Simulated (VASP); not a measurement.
Sc: single point with PBE

Sc:

```xyz
1
Lattice="0.0000 2.2893 2.2893 2.2893 0.0000 2.2893 2.2893 2.2893 0.0000" Properties=species:S:1:pos:R:3 pbc="T T T"
Sc    0.0000    0.0000    0.0000
```

This isn't the form of Sc at room conditions, which is hcp.

```yaml
Program: VASP 6.6.1
Task: single point
Functional: PBE
Potentials_or_basis: VASP PAW PBE potentials, release 64 (Sc_sv)
Cutoff: 520 eV
k_mesh: 15 × 15 × 15
Occupations: fermi-dirac, width 0.03 eV
Spin: no spin polarisation
Dipole_correction: no
Further_INCAR_settings: ALGO = Normal; EDIFF = 1e-06; NBANDS = 12
```

```json
{"Pressure": "1.4 GPa", "Band gap on the k mesh": "zero (an odd number of electrons rules out a gap without spin polarisation)"}
```

Levels at points of the mesh, in eV from the Fermi level:
| k point | band 1 | band 2 | band 3 | band 4 | band 5 | band 6 | band 7 | band 8 | band 9 | band 10 |
| --- | --- | --- | --- | --- | --- | --- | --- | --- | --- | --- |
| (0.00, 0.00, 0.00) | -49.36 | -27.76 | -27.76 | -27.76 | -5.24 | 1.62 | 1.62 | 1.62 | 3.04 | 3.04 |

It took 21 s on 1 thread of Intel(R) Xeon(R) Platinum 8259CL CPU @ 2.50GHz (Skylake/Cascade Lake), on a shared host, peak memory 0.16 GiB.
